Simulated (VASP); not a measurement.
Runs of VASP 6.6.1 on Zr3S2. The structure is that of space group R32 (No. 155), or close to it. The cells are those of the table. 

```csv
cell,gap on the mesh (eV),pressure (GPa),largest force (eV/Å)
"a = 4.831 Å, angles 72.7°, 5 atoms",none,-3.1,0.03
"a = 4.707 Å, angles 75.0°, 5 atoms",none,3.9,0.06
"a = 4.838 Å, angles 70.5°, 5 atoms",none,(b),0.09
"a = 4.765 Å, angles 78.3°, 5 atoms",none,-4.3,0.21
"a = 4.774 Å, angles 71.6°, 5 atoms",none,(c),0.15
"a = 4.530 Å, angles 73.8°, 5 atoms",none,(a),0.62
"a = 4.711 Å, angles 72.7°, 5 atoms",none,7.3,0.21
"a = 4.655 Å, angles 71.5°, 5 atoms",none,16.3,0.43
```

Alike in all rows: task single point; level PBEsol; potentials or basis VASP PAW PBE potentials, release 64 (Zr_sv, S); no spin polarisation; k mesh 12 × 12 × 12; cutoff (eV) 520; smearing gaussian 0.15 eV.

Fill in the values left out.

(a) 28.1; (b) 0.0; (c) 3.4.

Caveats: the PAW data sets were made with another functional, which shifts forces and pressure a little; the cell stands under pressure (at least some runs); the cell stands under tension (at least some runs); the stress differs along the axes, from -5 to 3 GPa (at least some runs); the stress differs along the axes, from -7 to 2 GPa (at least some runs); the stress differs along the axes, from -0 to 5 GPa (at least some runs); the stress differs along the axes, from 13 to 18 GPa (at least some runs).

A k mesh can miss the band edges, and the runs leave out spin-orbit coupling on Zr.

A gap of «none» marks levels without a gap at the run's occupations.
